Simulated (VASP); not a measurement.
A run of VASP 6.6.1 is set up as follows.

The input INCAR:

```
SYSTEM = Ni
PREC = Accurate
ENCUT = 520
EDIFF = 1E-7
ISMEAR = -1
SIGMA = 0.05
LREAL = .FALSE.
LASPH = .TRUE.
NELM = 150
ALGO = Normal
ISIF = 2
LWAVE = .FALSE.
LCHARG = .FALSE.
ISPIN = 2
MAGMOM = -0.569 -0.569
LORBIT = 11
LMAXMIX = 4
GGA = PE
NBANDS = 21
```

Contents of KPOINTS:

```
Automatic mesh
0
G
  19 19 19
  0 0 0
```

Contents of POSCAR:

```
Ni
1.0
    0.0000000000      2.3845297343      2.3845297343
    2.3845297343      0.0000000000      2.3845297343
    2.3845297343      2.3845297343      0.0000000000
Ni
2
Direct
    0.0000000000      0.0000000000      0.0000000000
    0.5000000000      0.5000000000      0.5000000000
```

Potentials or basis: VASP PAW PBE potentials, release 64 (Ni).

Launch:

```bash
$ cat potpaw_PBE.64/Ni/POTCAR > POTCAR
$ mpirun -np 1 vasp_std > vasp.out
```

Problem. Predict the site moments.

Solution. Ni -0.67 μB.

Problem. Predict the pressure.

Solution. -8.0 GPa.

Caveat: the cell stands under tension.
